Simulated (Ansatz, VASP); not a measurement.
# One calculation of LiCuAuO2, two programs

File INCAR:

```
PREC = Accurate
ENCUT = 520
EDIFF = 1E-6
ISMEAR = 0
SIGMA = 0.15
LREAL = F
LASPH = T
NELM = 100
ALGO = Normal
ISIF = 2
LWAVE = F
LCHARG = F
GGA = PS
NBANDS = 26
```

The input KPOINTS:

```
regular mesh
0
Gamma
  18 18 18
```

POSCAR

```
LiCuAuO2
1.0
    1.6409879461      0.9474248324      6.1190481533
   -1.6409879461      0.9474248324      6.1190481533
    0.0000000000     -1.8948496648      6.1190481533
Li Cu Au O
1 1 1 2
Direct
    0.7607275678      0.7607275678      0.7607275678
    0.5223285292      0.5223285292      0.5223285292
    0.9895934069      0.9895934069      0.9895934069
    0.8811144267      0.8811144267      0.8811144267
    0.0962360693      0.0962360693      0.0962360693
```

Input for Ansatz:

```yaml
crystal:
  lattice:
    - [1.6409879461, 0.9474248324, 6.1190481533]
    - [-1.6409879461, 0.9474248324, 6.1190481533]
    - [0.0, -1.8948496648, 6.1190481533]
  atoms:
    - { symbol: Li, position: [0.7607275678, 0.7607275678, 0.7607275678] }
    - { symbol: Cu, position: [0.5223285292, 0.5223285292, 0.5223285292] }
    - { symbol: Au, position: [0.9895934069, 0.9895934069, 0.9895934069] }
    - { symbol: O, position: [0.8811144267, 0.8811144267, 0.8811144267] }
    - { symbol: O, position: [0.0962360693, 0.0962360693, 0.0962360693] }
basis:
  ecutwfc: 420
kpoints:
  mp_grid: { grid: [18, 18, 18] }
hamiltonian:
  xc: pbesol
scf:
  occupations: { method: gaussian, width: 0.15 }
output:
  forces: true
  stress: true
  eigenvalues: true
```

Alike in both runs: task single point; functional PBEsol; k mesh 18 × 18 × 18; occupations gaussian, width 0.15 eV; no spin polarisation.

```csv
,VASP,Ansatz
version,VASP 6.6.1,Ansatz 0.2.0
potentials or method,"VASP PAW PBE potentials, release 64 (Li_sv, Cu, Au, O), cutoff 520 eV","scalar-relativistic, plane waves, PAW"
valence electrons in the cell,37,53
```

|  | VASP | Ansatz | Ansatz less VASP |
| --- | --- | --- | --- |
| gap on the k mesh at the Fermi level (eV) | none | none | - |
| rms of the force components (eV/Å) | 0.260 | 0.249 | -0.0115 |

VASP's potentials were made for PBE, not for PBEsol. Atom by atom the forces differ by 0.022 eV/Å (rms over components). A gap of «none» marks a metal or a gap that the smearing closes. VASP's potentials hold 37 valence electrons a cell and Ansatz's 53, so a difference there can come from the potentials and not from the codes.

Spin-orbit coupling is off throughout. Noted on VASP's run: the cutoff is under 1.25 times that of the potentials, so the pressure is a little rough.
